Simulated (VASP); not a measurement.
Write the native input for VASP 6.6.1 that does the following.

| Item | Value |
| --- | --- |
| Task | relaxation of cell and atoms |
| Functional | PBEsol |
| Dispersion | D3(BJ) |
| Potentials or basis | VASP PAW PBE potentials, release 64 (Cu, Al) |
| Cutoff | 600 eV |
| k mesh | 9 × 9 × 9 |
| Occupations | fermi-dirac, width 0.05 eV |
| Spin | no spin polarisation |
| Dipole correction | no |
| Further INCAR settings | ALGO = Normal; EDIFF = 1e-06; IBRION = 2; EDIFFG = -0.01; NSW = 60; ISIF = 3 |

The structure of Al2Cu lies in POSCAR:

```
Al2Cu
1.0
   -2.0303375000      2.0303375000      2.8510940000
    2.0303375000     -2.0303375000      2.8510940000
    2.0303375000      2.0303375000     -2.8510940000
Cu Al
1 2
Direct
    0.5000000000      0.5000000000      0.0000000000
    0.2500000000      0.7500000000      0.5000000000
    0.7500000000      0.2500000000      0.5000000000
```

These files were run (other wordings do the same):

INCAR

```
PREC     = Accurate       # precision mode
ENCUT    = 600            # plane-wave cutoff, eV
EDIFF    = 1E-6           # SCF threshold, eV
ISMEAR   = -1             # smearing method
SIGMA    = 0.05           # smearing width, eV
LREAL    = False          # projectors in reciprocal space
LASPH    = True           # aspherical terms in the spheres
NELM     = 80             # most SCF steps
ALGO     = Normal         # electronic algorithm
ISIF     = 3              # what is computed and relaxed
LWAVE    = False          # write WAVECAR
LCHARG   = False          # write CHGCAR
GGA      = PS             # functional
IVDW     = 12             # dispersion correction
IBRION   = 2              # ionic algorithm
NSW      = 60             # ionic steps
EDIFFG   = -0.01          # ionic threshold
```

KPOINTS

```
regular mesh
0
Gamma
  9 9 9
```

Potentials or basis: VASP PAW PBE potentials, release 64 (Cu, Al).

Launch:

```bash
$ cat potpaw_PBE.64/Cu/POTCAR potpaw_PBE.64/Al/POTCAR > POTCAR
$ mpirun -np 1 vasp_std > vasp.out
```

It gave:

```yaml
Relaxed_volume: 15.17 Å³/atom
Relaxed_cell: a = 4.003 Å, b = 4.003 Å, c = 4.003 Å, α = 119.78°, β = 119.78°, γ = 90.38°
Space_group_after_relaxing_to_0.05_Å: I4/mmm (No. 139)
Energy_gained_by_relaxing: 5.6 meV/atom
Ionic_steps: 4
Pressure_after_relaxing: 0.0 GPa
Dispersion_energy_per_atom: -0.364 eV
```

Caveat: the PAW data sets were made with another functional, which shifts forces and pressure a little; pairwise dispersion overbinds metals, which lowers pressure and volume.

Run time: 50 s on 1 thread of Intel(R) Xeon(R) 6975P-C (Granite Rapids), on a shared host, peak memory 0.23 GiB.
